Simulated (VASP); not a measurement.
BaGePt, 12 atoms in the cell. The structure is cubic, space group P2_13 (No. 198). The conventional cell has a = 6.709 Å, b = 6.709 Å, c = 6.709 Å, α = 90.00°, β = 90.00°, γ = 90.00°. Ge (site symmetry 3) has 3 Pt at 2.41 Å within 3.2 Å. Within 4.2 Å of Ba (site symmetry 3) lie 7 Pt at 3.16 to 4.00 Å and 7 Ge at 3.42 to 3.74 Å and 6 Ba at 4.12 Å. Within 3.2 Å of Pt (site symmetry 3) lie 3 Ge at 2.41 Å and 1 Ba at 3.16 Å. 

```yaml
Program: VASP 6.6.1
Task: single point
Functional: r2SCAN
Potentials_or_basis: VASP PAW PBE potentials, release 64 (Ge_d, Ba_sv, Pt)
Cutoff: 520 eV
k_mesh: 4 × 4 × 4
Occupations: methfessel-paxton, width 0.1208 eV
Spin: no spin polarisation
Dipole_correction: no
Further_INCAR_settings: ALGO = Normal; EDIFF = 1e-06; NBANDS = 80
```

Potentials or basis: VASP PAW PBE potentials, release 64 (Ge_d, Ba_sv, Pt).

Run with:

```bash
$ cat potpaw_PBE.64/Ge_d/POTCAR potpaw_PBE.64/Ba_sv/POTCAR potpaw_PBE.64/Pt/POTCAR > POTCAR
$ cp INCAR.step1 INCAR
$ mpirun -np 1 vasp_std > vasp.out
$ cp INCAR.step2 INCAR
$ mpirun -np 1 vasp_std > vasp.out
```

Hardware: 1 thread of Intel Xeon 8259CL, on a shared host.

Problem. How long does it take, and how much memory?

Solution. Run time: 28 min on 1 thread of Intel Xeon 8259CL, on a shared host, peak memory 0.51 GiB. Counts: k points 11.
